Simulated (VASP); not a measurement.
CoO, 2 atoms in the cell. It takes space group F-43m (No. 216, cubic). The conventional cell has a = 4.349 Å, b = 4.349 Å, c = 4.349 Å, α = 90.00°, β = 90.00°, γ = 90.00°. Within 2.5 Å of Co (site symmetry -43m) lie 4 O at 1.88 Å. Within 2.5 Å of O (site symmetry -43m) lie 4 Co at 1.88 Å. 

| Property | Result |
| --- | --- |
| Program | VASP 6.6.1 |
| Task | single point |
| Functional | PBEsol |
| Potentials or basis | VASP PAW PBE potentials, release 64 (Co, O) |
| Cutoff | 520 eV |
| k mesh | 16 × 16 × 16 |
| Occupations | gaussian, width 0.1 eV |
| Spin | collinear spin, ferromagnetic start |
| Starting moments | [2.2, 0.31] μB |
| Fixed moment | 2.5 μB |
| Dipole correction | no |
| Further INCAR settings | ALGO = Normal; EDIFF = 1e-06; NBANDS = 18 |

Potentials or basis: VASP PAW PBE potentials, release 64 (Co, O).

Run with:

```console
$ cat potpaw_PBE.64/Co/POTCAR potpaw_PBE.64/O/POTCAR > POTCAR
$ mpirun -np 1 vasp_std > vasp.out
```

Hardware: 1 thread of Intel(R) Xeon(R) 6975P-C (Granite Rapids), on a shared host.

Q: How long does it take, and how much memory?

A: It took 32 s on 1 thread of Intel(R) Xeon(R) 6975P-C (Granite Rapids) (shared host), peak memory 0.2 GiB. Counts: scf iterations 14, k points 145.
